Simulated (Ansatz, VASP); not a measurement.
**ZnCu2SnS4 in VASP and in Ansatz**

```
CELL_PARAMETERS angstrom
-2.71710 2.71710 5.42480
2.71710 -2.71710 5.42480
2.71710 2.71710 -5.42480
ATOMIC_POSITIONS crystal
Sn 0.50000 0.50000 0.00000
Zn 0.25000 0.75000 0.50000
Cu 0.75000 0.25000 0.50000
Cu 0.00000 0.00000 0.00000
S 0.62799 0.62839 0.51280
S 0.88481 0.37201 0.00040
S 0.11559 0.11519 0.48720
S 0.37161 0.88441 0.99960
```

Alike in both runs: functional PBEsol; k mesh 7 × 7 × 7; occupations fermi-dirac, width 0.05 eV; no spin polarisation.

|  | VASP | Ansatz |
| --- | --- | --- |
| version | VASP 6.6.1 | Ansatz 0.2.0 |
| potentials or method | VASP PAW PBE potentials, release 64 (Sn_d, Zn, Cu, S) | Ansatz PAW |
| plane-wave cutoff (eV) | 520 | 420 |
| valence electrons in the cell | 72 | 88 |
| task | single point | band structure |

```tsv
	VASP	Ansatz	Ansatz less VASP
gap on the k mesh at the Fermi level (eV)	0.26	0.23	-0.026
least direct gap on the mesh (eV)	0.26	0.23	-0.026
pressure (GPa)	-1.5	-1.7	-0.11
traceless stress, the component that is largest in VASP (GPa)	-0.07	-0.06	+0.003
rms of the force components (eV/Å)	0.255	0.270	+0.0153
```

VASP's potentials were made for PBE, not for PBEsol. Atom by atom the forces differ by 0.016 eV/Å (rms over components). With one functional, cell and mesh, what is left measures potentials, basis and numerics. VASP's potentials hold 72 valence electrons a cell and Ansatz's 88, so a difference there can come from the potentials and not from the codes.
